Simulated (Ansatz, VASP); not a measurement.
**One calculation of MgS, two programs**

```
CELL_PARAMETERS angstrom
-4.28041 4.28041 2.62631
4.28041 -4.28041 2.62631
4.28041 4.28041 -2.62631
ATOMIC_POSITIONS crystal
Mg 0.14320 0.64320 0.78640
Mg 0.85680 0.35680 0.21360
Mg 0.35680 0.14320 0.50000
Mg 0.64320 0.85680 0.50000
S 0.84867 0.65133 0.50000
S 0.15133 0.34867 0.50000
S 0.65133 0.15133 0.80266
S 0.34867 0.84867 0.19734
```

Alike in both runs: task single point; functional PBE; k mesh 6 × 6 × 6; occupations gaussian, width 0.02 eV; no spin polarisation.

|  | VASP | Ansatz |
| --- | --- | --- |
| version | VASP 6.6.1 | Ansatz 0.2.0 |
| potentials or method | VASP PAW PBE potentials, release 64 (Mg, S), cutoff 520 eV | scalar-relativistic, plane waves, PAW |
| valence electrons in the cell | 32 | 64 |

```tsv
	VASP	Ansatz	Ansatz less VASP
gap on the k mesh at the Fermi level (eV)	2.94	2.94	+0.007
least direct gap on the mesh (eV)	2.94	2.94	+0.007
```

VASP's potentials hold 32 valence electrons a cell and Ansatz's 64, so a difference there can come from the potentials and not from the codes.
